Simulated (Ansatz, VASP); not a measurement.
**SnTe in VASP and in Ansatz**

Contents of POSCAR:

```
SnTe
1.0
    0.0000000000      3.1565012282      3.1565012282
    3.1565012282      0.0000000000      3.1565012282
    3.1565012282      3.1565012282      0.0000000000
Sn Te
1 1
Direct
    0.5000000000      0.5000000000      0.5000000000
    0.0000000000      0.0000000000      0.0000000000
```

INCAR.step1

```
ALGO     = Normal         # electronic algorithm
EDIFF    = 1E-5           # SCF threshold, eV
ENCUT    = 520            # plane-wave cutoff, eV
GGA      = PE             # functional
ISIF     = 2              # what is computed and relaxed
ISMEAR   = 0              # smearing method
LASPH    = True           # aspherical terms in the spheres
LCHARG   = False          # write CHGCAR
LREAL    = False          # projectors in reciprocal space
LWAVE    = True           # write WAVECAR
NBANDS   = 17             # bands
NELM     = 100            # most SCF steps
PREC     = Accurate       # precision mode
SIGMA    = 0.05           # smearing width, eV
```

The input INCAR.step2:

```
AEXX     = 0.25           # exact-exchange fraction
ALGO     = Normal         # electronic algorithm
EDIFF    = 1E-6           # SCF threshold, eV
ENCUT    = 520            # plane-wave cutoff, eV
GGA      = PE             # functional
HFSCREEN = 0.3            # screening, 1/A
ISIF     = 2              # what is computed and relaxed
ISMEAR   = 0              # smearing method
ISTART   = 1            
LASPH    = True           # aspherical terms in the spheres
LCHARG   = False          # write CHGCAR
LHFCALC  = True           # exact exchange
LREAL    = False          # projectors in reciprocal space
LWAVE    = False          # write WAVECAR
NBANDS   = 17             # bands
NELM     = 100            # most SCF steps
PREC     = Accurate       # precision mode
PRECFOCK = Normal       
SIGMA    = 0.05           # smearing width, eV
```

The input KPOINTS:

```
k-points
0
Gamma
  6 6 6
```

Input for Ansatz:

```yaml
crystal:
  lattice:
    - [0.0, 3.1565012282, 3.1565012282]
    - [3.1565012282, 0.0, 3.1565012282]
    - [3.1565012282, 3.1565012282, 0.0]
  atoms:
    - { symbol: Sn, position: [0.5, 0.5, 0.5] }
    - { symbol: Te, position: [0.0, 0.0, 0.0] }
basis:
  ecutwfc: 420
  ecutrho_ratio: 4
kpoints:
  mp_grid: { grid: [6, 6, 6] }
hamiltonian:
  xc: { preset: hse06, exx: { coeff: 0.25, omega: 0.3 } }
scf:
  occupations: { method: gaussian, width: 0.05 }
  n_extra_bands: 9
output:
  forces: true
  stress: true
  eigenvalues: true
  populations: true
  dos: { projected: true, de: 0.02 }
```

Alike in both runs: task single point; functional PBE-based screened hybrid with a share of 0.25 of exact exchange and HFSCREEN = 0.3; k mesh 6 × 6 × 6; occupations gaussian, width 0.05 eV; no spin polarisation.

```csv
,VASP,Ansatz
version,VASP 6.6.1,Ansatz 0.2.0
potentials or method,"VASP PAW PBE potentials, release 64 (Sn_d, Te), cutoff 520 eV","scalar-relativistic, plane waves, PAW"
valence electrons in the cell,20,30
```

Ansatz gave:

* gap on the k mesh at the Fermi level (eV): 0.07
* least direct gap on the mesh (eV): 0.07
* pressure (GPa): 1.2

**Question.** Which values does VASP return?

**Answer.** gap on the k mesh at the Fermi level (eV): 0.01; least direct gap on the mesh (eV): 0.01; pressure (GPa): 0.9.

VASP's potentials were made for PBE, not for PBE-based screened hybrid. With one functional, cell and mesh, what is left measures potentials, basis and numerics. VASP's potentials hold 20 valence electrons a cell and Ansatz's 30, so a difference there can come from the potentials and not from the codes. Ansatz's warnings: stress exchange threshold loose, stress scf threshold loose.

Spin-orbit coupling is off throughout.
